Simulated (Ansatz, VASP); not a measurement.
## Be3Pd2S: VASP beside Ansatz

```
Be Pd S
1.0
     2.37713    1.37244    4.25433
    -2.37713    1.37244    4.25433
     0.00000   -2.74487    4.25433
Be Pd S
3 2 1
Direct
  0.50000 0.50000 0.00000
  0.00000 0.50000 0.50000
  0.50000 0.00000 0.50000
  0.18963 0.18963 0.18963
  0.81037 0.81037 0.81037
  0.00000 0.00000 0.00000
```

Alike in both runs: functional PBE; k mesh 6 × 6 × 6; occupations gaussian, width 0.1 eV; no spin polarisation.

Ansatz relaxed the structure, and its values are those at the end. VASP's run is a single point on that final structure, the one shown.

```csv
,VASP,Ansatz
version,VASP 6.6.1,Ansatz 0.2.0
potentials or method,"VASP PAW PBE potentials, release 64 (Be, Pd, S), cutoff 520 eV","scalar-relativistic, plane waves, PAW"
valence electrons in the cell,32,48
```

|  | VASP | Ansatz | Ansatz less VASP |
| --- | --- | --- | --- |
| gap on the k mesh at the Fermi level (eV) | none | none | - |
| pressure (GPa) | 0.0 | 0.0 | -0.01 |

A gap of «none» marks a metal or a gap that the smearing closes. VASP's potentials hold 32 valence electrons a cell and Ansatz's 48, so a difference there can come from the potentials and not from the codes.
